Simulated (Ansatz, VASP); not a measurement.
## Two plane-wave programs on Cl

```xyz
1
Lattice="3.2936 0.0000 0.0000 -1.6468 2.8524 0.0000 0.0000 0.0000 3.0775" Properties=species:S:1:pos:R:3 pbc="T T T"
Cl    0.0000    0.0000    0.0000
```

Alike in both runs: task relaxation of cell and atoms; functional PBEsol; k mesh 6 × 6 × 6; occupations gaussian, width 0.1 eV; no spin polarisation.

```csv
,VASP,Ansatz
version,VASP 6.6.1,Ansatz 0.2.0
potentials or method,"VASP PAW PBE potentials, release 64 (Cl), cutoff 500 eV","scalar-relativistic, plane waves, PAW"
valence electrons in the cell,7,7
```

|  | VASP | Ansatz | Ansatz less VASP |
| --- | --- | --- | --- |
| relaxed volume (Å³/atom) | 31.13 | 32.45 | +1.312 |
| relaxed cell length with the largest relative difference (Å) | 4.028 | 4.109 | +0.0818 |

VASP's potentials were made for PBE, not for PBEsol.

The k mesh is coarse, so the values compare programs but aren't converged.
